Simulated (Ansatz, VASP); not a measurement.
# Two plane-wave programs on PbS

The input POSCAR:

```
PbS
1.0
    5.9555923527      0.0000000000      0.0000000000
    0.0000000000      2.9685439711      2.9685439985
    0.0000000000     -2.9685439711      2.9685439985
Pb S
2 2
Direct
    0.7498944807      0.2605185143      0.7605185143
    0.2501055193      0.7605185143      0.2605185143
    0.7496621079      0.7604814857      0.2604814857
    0.2503378921      0.2604814857      0.7604814857
```

INCAR.step1

```
SYSTEM = PbS
PREC = Accurate
ENCUT = 400
EDIFF = 1E-5
ISMEAR = 0
SIGMA = 0.01
LREAL = .FALSE.
LASPH = .TRUE.
NELM = 120
ALGO = Normal
ISIF = 2
LWAVE = .TRUE.
GGA = PE
NBANDS = 28
GGA_COMPAT = .FALSE.
```

The input INCAR.step2:

```
SYSTEM = PbS
PREC = Accurate
ENCUT = 400
EDIFF = 1E-6
ISMEAR = 0
SIGMA = 0.01
LREAL = .FALSE.
LASPH = .TRUE.
NELM = 120
ALGO = Normal
ISIF = 2
LWAVE = .FALSE.
LCHARG = .TRUE.
GGA = PE
LHFCALC = .TRUE.
HFSCREEN = 0.2079
PRECFOCK = Normal
LELF = .TRUE.
LVHAR = .TRUE.
ISTART = 1
NBANDS = 28
GGA_COMPAT = .FALSE.
```

Contents of KPOINTS:

```
regular mesh
0
G
  2 4 4
  0 0 0
```

Input for Ansatz:

```yaml
crystal:
  lattice:
    - [5.9555923527, 0.0, 0.0]
    - [0.0, 2.9685439711, 2.9685439985]
    - [0.0, -2.9685439711, 2.9685439985]
  atoms:
    - { symbol: Pb, position: [0.7498944807, 0.2605185143, 0.7605185143] }
    - { symbol: Pb, position: [0.2501055193, 0.7605185143, 0.2605185143] }
    - { symbol: S, position: [0.7496621079, 0.7604814857, 0.2604814857] }
    - { symbol: S, position: [0.2503378921, 0.2604814857, 0.7604814857] }
kpoints:
  mp_grid: { grid: [2, 4, 4] }
hamiltonian:
  xc: hse06
scf:
  occupations: { method: fixed }
  n_extra_bands: 5
output:
  forces: true
  stress: true
  eigenvalues: true
```

Alike in both runs: task single point; functional HSE06; k mesh 2 × 4 × 4; no spin polarisation.

```csv
,VASP,Ansatz
version,VASP 6.6.1,Ansatz 0.2.0
potentials or method,"VASP PAW PBE potentials, release 64 (Pb_d, S)","plane waves, PAW"
plane-wave cutoff (eV),400,420
occupations,"gaussian, width 0.01 eV",fixed
valence electrons in the cell,40,40
```

```csv
,VASP,Ansatz,Ansatz less VASP
gap on the k mesh at the Fermi level (eV),0.84,0.83,-0.007
pressure (GPa),1.8,1.9,+0.11
"traceless stress, the component that is largest in VASP (GPa)",3.27,3.30,+0.037
```

Ansatz's warnings: stress exchange threshold loose, stress scf threshold loose.

The k mesh is coarse, so the values compare programs but aren't converged. Spin-orbit coupling is off throughout.
